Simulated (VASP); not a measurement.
# Cs (Im-3m) in VASP: notebook

The runs below take Cs through single point, with LDA.

All numbers are computed with VASP 6.6.1; they aren't measurements. Logs are shortened: lines on timing, memory, paths and dates and some standing lists are left out, and cuts for length are marked.

## Step 1: The cell of the first run

It takes space group Im-3m (No. 229, cubic). The conventional cell has a = 3.542 Å, b = 3.542 Å, c = 3.542 Å, α = 90.00°, β = 90.00°, γ = 90.00°. Within 4.0 Å of Cs (site symmetry m-3m) lie 14 Cs at 3.07 to 3.54 Å.

## Step 2: Single point, LDA

Input file INCAR:

```
ALGO     = Normal         # electronic algorithm
EDIFF    = 1E-6           # SCF threshold, eV
ENCUT    = 500            # plane-wave cutoff, eV
GGA_COMPAT= F            
ISIF     = 2              # what is computed and relaxed
ISMEAR   = 0              # smearing method
LASPH    = T              # aspherical terms in the spheres
LCHARG   = F              # write CHGCAR
LREAL    = F              # projectors in reciprocal space
LWAVE    = F              # write WAVECAR
NBANDS   = 10             # bands
NELM     = 120            # most SCF steps
PREC     = Accurate       # precision mode
SIGMA    = 0.05           # smearing width, eV
```

Input file KPOINTS:

```
k-points
0
Gamma
  5 5 5
```

Input file POSCAR:

```
Cs
1.0
   -1.7709959312      1.7709959312      1.7709959312
    1.7709959312     -1.7709959312      1.7709959312
    1.7709959312      1.7709959312     -1.7709959312
Cs
1
Direct
    0.0000000000      0.0000000000      0.0000000000
```

Potentials or basis: VASP PAW LDA potentials, release 64 (Cs_sv).

On the command line:

```bash
$ cat potpaw_LDA.64/Cs_sv/POTCAR > POTCAR
$ mpirun -np 1 vasp_std > vasp.out
```

OUTCAR:

```text
EDIFF = 1E-6
   ENCUT = 500
   ISIF = 2
   ISMEAR = 0
   LASPH = T
   LREAL = F
   NELM = 120
   PREC = Accurate

 ion  position               nearest neighbor table
   1  0.000  0.000  0.000-

  LATTYP: Found a body centered cubic cell.
 ALAT       =     3.5419918624

  Lattice vectors:

 A1 = (  -1.7709959312,   1.7709959312,   1.7709959312)
 A2 = (   1.7709959312,  -1.7709959312,   1.7709959312)
 A3 = (   1.7709959312,   1.7709959312,  -1.7709959312)

Analysis of symmetry for initial positions (statically):
=====================================================================
 Subroutine PRICEL returns:
 Original cell was already a primitive cell.

 Routine SETGRP: Setting up the symmetry group for a
 body centered cubic supercell.

 Subroutine GETGRP returns: Found 48 space group operations
 (whereof 48 operations were pure point group operations)
 out of a pool of 48 trial point group operations.

The static configuration has the point symmetry O_h .

Analysis of symmetry for dynamics (positions and initial velocities):
=====================================================================
 Subroutine PRICEL returns:
 Original cell was already a primitive cell.

 Routine SETGRP: Setting up the symmetry group for a
 body centered cubic supercell.

 Subroutine GETGRP returns: Found 48 space group operations
 (whereof 48 operations were pure point group operations)
 out of a pool of 48 trial point group operations.

The dynamic configuration has the point symmetry O_h .

 Subroutine INISYM returns: Found 48 space group operations
 (whereof 48 operations are pure point group operations),
 and found     1 'primitive' translations

----------------------------------------------------------------------------------------

                                     Primitive cell

  volume of cell :      22.2184

  direct lattice vectors                    reciprocal lattice vectors
    -1.770995931  1.770995931  1.770995931     0.000000000  0.282327018  0.282327018
     1.770995931 -1.770995931  1.770995931     0.282327018  0.000000000  0.282327018
     1.770995931  1.770995931 -1.770995931     0.282327018  0.282327018  0.000000000

  length of vectors
     3.067454933  3.067454933  3.067454933     0.399270698  0.399270698  0.399270698

  position of ions in fractional coordinates (direct lattice)
     0.000000000  0.000000000  0.000000000

  ion indices of the primitive-cell ions
   primitive index   ion index
                 1           1

----------------------------------------------------------------------------------------

 KPOINTS: k-points

Automatic generation of k-mesh.
 Grid dimensions read from file:
 generate k-points for:    5    5    5

 Generating k-lattice:

  Cartesian coordinates                     Fractional coordinates (reciprocal lattice)
     0.000000000  0.056465404  0.056465404     0.200000000  0.000000000  0.000000000
     0.056465404  0.000000000  0.056465404     0.000000000  0.200000000  0.000000000
     0.056465404  0.056465404  0.000000000     0.000000000  0.000000000  0.200000000

  Length of vectors
     0.079854140  0.079854140  0.079854140

  Shift w.r.t. Gamma in fractional coordinates (k-lattice)
     0.000000000  0.000000000  0.000000000

 Subroutine IBZKPT returns following result:
 ===========================================

 Found     10 irreducible k-points:

 Following reciprocal coordinates:
            Coordinates               Weight
  0.000000  0.000000  0.000000      1.000000
  0.200000  0.000000  0.000000     12.000000
  0.400000  0.000000  0.000000     12.000000
  0.200000  0.200000  0.000000     24.000000
  0.400000  0.200000 -0.000000     24.000000
  0.200000  0.200000  0.200000      8.000000
 -0.200000  0.200000  0.200000      6.000000
 -0.400000  0.400000  0.200000     24.000000
 -0.400000 -0.400000  0.200000      8.000000
 -0.400000  0.400000  0.400000      6.000000
   k-points           NKPTS =     10   k-points in BZ     NKDIM =     10   number of bands    NBANDS=     10
   number of dos      NEDOS =    301   number of ions     NIONS =      1
   total plane-waves  NPLWV =  13824
   dimension x,y,z NGX =    24 NGY =   24 NGZ =   24
   dimension x,y,z NGXF=    48 NGYF=   48 NGZF=   48
   ions per type =               1
   NGX,Y,Z   is equivalent  to a cutoff of  13.01, 13.01, 13.01 a.u.
   NGXF,Y,Z  is equivalent  to a cutoff of  26.01, 26.01, 26.01 a.u.
 SYSTEM =  unknown system
   PREC   = accura    normal or accurate (medium, high low for compatibility)
   ISTART =      0    job   : 0-new  1-cont  2-samecut
   ICHARG =      2    charge: 1-file 2-atom 10-const
   ISPIN  =      1    spin polarized calculation?
   LNONCOLLINEAR =      F non collinear calculations
   LSORBIT =      F    spin-orbit coupling
   LASPH  =      T    aspherical Exc in radial PAW
   ENCUT  =  500.0 eV  36.75 Ry    6.06 a.u.   5.59  5.59  5.59*2*pi/ulx,y,z
   NELM   =    120;   NELMIN=  2; NELMDL= -5     # of ELM steps
   EDIFF  = 0.1E-05   stopping-criterion for ELM
   LREAL  =      F    real-space projection
   EDIFFG = 0.1E-04   stopping-criterion for IOM
   NSW    =      0    number of steps for IOM
   IBRION =     -1    ionic relax: 0-MD 1-quasi-New 2-CG
   NFREE  =      0    steps in history (QN), initial steepest desc. (CG)
   ISIF   =      2    stress and relaxation
   ISYM   =      2    0-nonsym 1-usesym 2-fastsym
   POTIM  = 0.5000    time-step for ionic-motion
   TEBEG  =    0.0;   TEEND  =   0.0 temperature during run
   PSTRESS=    0.0 pullay stress
   NELECT =       9.0000    total number of electrons
   NUPDOWN=      -1.0000    fix difference up-down
   EMIN   =  10.00;   EMAX   =-10.00  energy-range for DOS
   EFERMI =   0.00;   METHOD = LEGACY
   ISMEAR =     0;   SIGMA  =   0.05  broadening in eV -4-tet -1-fermi 0-gaus
   EFERMI_NEDOS =   21; number of points for ismear=-14 and -15
   IALGO  =     38    algorithm
   IMIX   =      4    mixing-type and parameters
     AMIX     =   0.40;   BMIX     =  1.00
     AMIX_MAG =   1.60;   BMIX_MAG =  1.00
  volume/ion in A,a.u.               =      22.22       149.94
  Fermi-wavevector in a.u.,A,eV,Ry     =   1.211299  2.289024 19.963091  1.467246
  Thomas-Fermi vector in A             =   2.346819
   LORBIT       =      0    0 simple, 1 ext, 2 COOP (PROOUT), +10 PAW based schemes
   GGA     = CA    functional components
   LHFCALC =     F    Hartree Fock is set to
   AEXX    =    0.0000 exact exchange contribution
   IVDW    =     0    specifies the selected vdW correction
   LEPSILON=     F    determine dielectric tensor
   LRPA    =     F    only Hartree local field effects (RPA)
 non-spin polarized calculation
 Gauss-broadening in eV      SIGMA  =   0.05
  energy-cutoff  :      500.00
  volume of cell :       22.22
 maximum number of plane-waves:       577
 NGX is ok and might be reduce to    24
   NGX = 11   NGY = 11   NGZ = 11

 number of electron       9.0000002 magnetization

 Free energy of the ion-electron system (eV)
  ---------------------------------------------------
  ext. energy  EPLUGINS =         0.00000000
  ---------------------------------------------------
  free energy    TOTEN  =         1.39408124 eV

  energy without entropy =        1.39559616  energy(sigma->0) =        1.39483870

 E-fermi :   9.3351     XC(G=0): -11.6888

 val. band max:        9.2884521738   @ k =  -0.4000  -0.4000   0.2000
 cond. band min:       9.5459318151   @ k =   0.4000   0.2000  -0.0000
 fundamental gap:      0.2574796413
 Fermi energy:         9.3350508796

 k-point     1 :       0.0000    0.0000    0.0000
  band No.  band energies     occupation
      1     -17.2103      2.00000
      2       1.8400      2.00000
      3       1.8400      2.00000
      4       1.8400      2.00000
      5      11.4723      0.00000
      6      13.1265      0.00000
      7      13.1265      0.00000
      8      13.1265      0.00000
      9      16.4308      0.00000
     10      16.4308      0.00000

 k-point     2 :       0.2000    0.0000    0.0000
  band No.  band energies     occupation
      1     -16.5511      2.00000
      2      -1.3422      2.00000
      3       0.7843      2.00000
      4       1.6659      2.00000
      5      10.6467      0.00000
      6      11.3305      0.00000
      7      14.7324      0.00000
      8      15.7302      0.00000
      9      15.9984      0.00000
     10      16.2233      0.00000

 k-point     3 :       0.4000    0.0000    0.0000
  band No.  band energies     occupation
      1     -15.1098      2.00000
      2      -5.3467      2.00000
      3      -0.4662      2.00000
      4       1.3707      2.00000
      5       8.3950      2.00000
      6       9.7305      0.00000
      7      17.2011      0.00000
      8      17.2981      0.00000
      9      20.3552      0.00000
     10      21.1742      0.00000

 k-point     4 :       0.2000    0.2000    0.0000
  band No.  band energies     occupation
      1     -15.4582      2.00000
      2      -3.9123      2.00000
      3      -1.1698      2.00000
      4       0.8335      2.00000
      5      10.0597      0.00000
      6      11.4442      0.00000
      7      15.2207      0.00000
      8      15.4887      0.00000
      9      19.4802      0.00000
     10      21.0735      0.00000

 k-point     5 :       0.4000    0.2000   -0.0000
  band No.  band energies     occupation
      1     -14.5488      2.00000
      2      -5.4215      2.00000
      3      -2.5757      2.00000
      4       0.5168      2.00000
      5       9.5459      0.00000
      6      11.9646      0.00000
      7      15.7038      0.00000
      8      16.6308      0.00000
      9      21.3719      0.00000
     10      22.9983      0.00000

 k-point     6 :       0.2000    0.2000    0.2000
  band No.  band energies     occupation
      1     -14.5905      2.00000
      2      -4.6657      2.00000
      3      -2.2036      2.00000
      4      -2.2036      2.00000
      5      13.3837      0.00000
      6      13.3837      0.00000
      7      16.1543      0.00000
      8      19.2712      0.00000
      9      19.2712      0.00000
     10      24.1616      0.00000

 k-point     7 :      -0.2000    0.2000    0.2000
  band No.  band energies     occupation
      1     -15.9244      2.00000
      2      -1.7392      2.00000
      3      -0.3387      2.00000
      4      -0.3387      2.00000
      5      10.0630      0.00000
      6      13.7788      0.00000
      7      13.7788      0.00000
      8      14.4167      0.00000
      9      14.9181      0.00000
     10      21.3632      0.00000

 k-point     8 :      -0.4000    0.4000    0.2000
  band No.  band energies     occupation
      1     -14.5841      2.00000
      2      -4.7243      2.00000
      3      -1.6358      2.00000
      4      -0.6572      2.00000
      5       8.8898      2.00000
      6      12.2820      0.00000
      7      12.7569      0.00000
      8      14.7562      0.00000
      9      21.0877      0.00000
     10      22.8733      0.00000

 k-point     9 :      -0.4000   -0.4000    0.2000
  band No.  band energies     occupation
      1     -13.9337      2.00000
      2      -4.1257      2.00000
      3      -4.1257      2.00000
      4      -0.5617      2.00000
      5       9.2885      1.81250
      6       9.2885      1.81250
      7      12.4935      0.00000
      8      19.8708      0.00000
      9      19.8708      0.00000
     10      23.6409      0.00000

 k-point    10 :      -0.4000    0.4000    0.4000
  band No.  band energies     occupation
      1     -13.5312      2.00000
      2      -3.5926      2.00000
      3      -2.9637      2.00000
      4      -2.9637      2.00000
      5       6.3469      2.00000
      6       7.8439      2.00000
      7      19.0714      0.00000
      8      19.0714      0.00000
      9      20.1275      0.00000
     10      22.1214      0.00000

------------------------ aborting loop because EDIFF is reached ----------------------------------------

  FORCE on cell =-STRESS in cart. coord.  units (eV):
  Direction    XX          YY          ZZ          XY          YZ          ZX
  --------------------------------------------------------------------------------------
  -------------------------------------------------------------------------------------
  Total        6.7731805      6.7731805      6.7731805      0.0000000      0.0000000      0.0000000
  in kB      488.4167501    488.4167501    488.4167501      0.0000000      0.0000000      0.0000000
  external PRESSURE =     488.4167501 kB  Pullay stress =       0.0000000 kB

 VOLUME and BASIS-vectors are now :
 -----------------------------------------------------------------------------
  energy-cutoff  :      500.00
  volume of cell :       22.22
      direct lattice vectors                 reciprocal lattice vectors
    -1.770995931  1.770995931  1.770995931     0.000000000  0.282327018  0.282327018
     1.770995931 -1.770995931  1.770995931     0.282327018  0.000000000  0.282327018
     1.770995931  1.770995931 -1.770995931     0.282327018  0.282327018  0.000000000

 POSITION                                       TOTAL-FORCE (eV/Angst)
 -----------------------------------------------------------------------------------
      0.00000      0.00000      0.00000        -0.000000     -0.000000     -0.000000
 -----------------------------------------------------------------------------------
    total drift:                                0.000000      0.000000      0.000000

  FREE ENERGIE OF THE ION-ELECTRON SYSTEM (eV)
  ---------------------------------------------------
  free  energy   TOTEN  =         1.3940812443 eV

  energy  without entropy=        1.3955961554  energy(sigma->0) =        1.39483870
```

Wall time 1.3 s (1 thread of Intel Xeon 6975P-C (Granite Rapids), shared host); peak memory 0.12 GiB.

What came out:

```yaml
Free_energy: 1.3941 eV
Pressure: 48.8 GPa
Band_gap_on_the_k_mesh: zero (an odd number of electrons rules out a gap without spin polarisation)
```

Caveat: the k points lie up to 0.50 Å⁻¹ apart, too coarse for converged energies and pressures of a metal; spin-orbit coupling is left out, which moves the levels of the heavy elements.

(Continued in part 2 of 2.)

The gap in the log of VASP goes by the Fermi energy; the results here count the filled bands.